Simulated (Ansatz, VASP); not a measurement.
**One calculation of F, two programs**

```
F
1.0
     2.95000   -1.75625    0.16993
     2.95000    1.75625    0.16993
    -1.20660    0.00000    6.60441
F
4
Direct
  0.92178 0.58579 0.09398
  0.41421 0.07822 0.40602
  0.07822 0.41421 0.90602
  0.58579 0.92178 0.59398
```

Alike in both runs: task single point; functional PBEsol; k mesh 9 × 9 × 4; occupations fermi-dirac, width 0.05 eV; no spin polarisation.

|  | VASP | Ansatz |
| --- | --- | --- |
| version | VASP 6.6.1 | Ansatz 0.2.0 |
| potentials or method | VASP PAW PBE potentials, release 64 (F), cutoff 520 eV | plane waves (420 eV) with PAW, scalar-relativistic |
| valence electrons in the cell | 28 | 28 |

Ansatz gave:

- pressure (GPa): 1.7
- traceless stress, the component that is largest in VASP (GPa): 2.32

Question: What did VASP give for the same quantities?

Answer: Pressure (GPa): 2.2; traceless stress, the component that is largest in VASP (GPa): 3.80.

VASP's potentials were made for PBE, not for PBEsol, and Ansatz warns of the same on its side.
